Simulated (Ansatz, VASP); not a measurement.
## One calculation of Cs, two programs

INCAR

```
PREC = Accurate
ENCUT = 520
EDIFF = 1E-6
ISMEAR = -1
SIGMA = 0.1
LREAL = False
LASPH = True
NELM = 100
ALGO = Normal
ISIF = 2
LWAVE = False
LCHARG = False
GGA = RE
NBANDS = 10
```

Contents of KPOINTS:

```
regular mesh
0
Gamma
  7 7 7
```

Contents of POSCAR:

```
Cs
1.0
    5.0576060354      0.0000000000      0.0000000000
    0.0000000000      5.0576060354      0.0000000000
    0.0000000000      0.0000000000      5.0576060354
Cs
1
Direct
    0.0000000000      0.0000000000      0.0000000000
```

Input for Ansatz:

```yaml
crystal:
  lattice:
    - [5.0576060354, 0.0, 0.0]
    - [0.0, 5.0576060354, 0.0]
    - [0.0, 0.0, 5.0576060354]
  atoms:
    - { symbol: Cs, position: [0.0, 0.0, 0.0] }
hamiltonian:
  xc: revpbe
  pseudopotentials:
    kind: paw
    azcp:
      Cs: "pseudopotentials/Cs.paw.azcp"
basis:
  ecutwfc: 420
  fft_grid_basis: typed
kpoints:
  mp_grid: { grid: [7, 7, 7], shift: [0, 0, 0] }
magnetization:
  spin_polarized: false
scf:
  occupations: { method: fermi_dirac, width: 0.1 }
  lower_state_search: "off"
output:
  stress: true
```

Alike in both runs: task single point; functional revPBE; k mesh 7 × 7 × 7; occupations fermi-dirac, width 0.1 eV; no spin polarisation.

|  | VASP | Ansatz |
| --- | --- | --- |
| version | VASP 6.6.1 | Ansatz 0.2.0 |
| potentials or method | VASP PAW PBE potentials, release 64 (Cs_sv), cutoff 520 eV | plane waves (420 eV) with PAW, scalar-relativistic |
| valence electrons in the cell | 9 | 9 |

```csv
,VASP,Ansatz,Ansatz less VASP
pressure (GPa),0.1,0.1,+0.01
```

VASP's potentials were made for PBE, not for revPBE.

Neither program's run includes spin-orbit coupling.
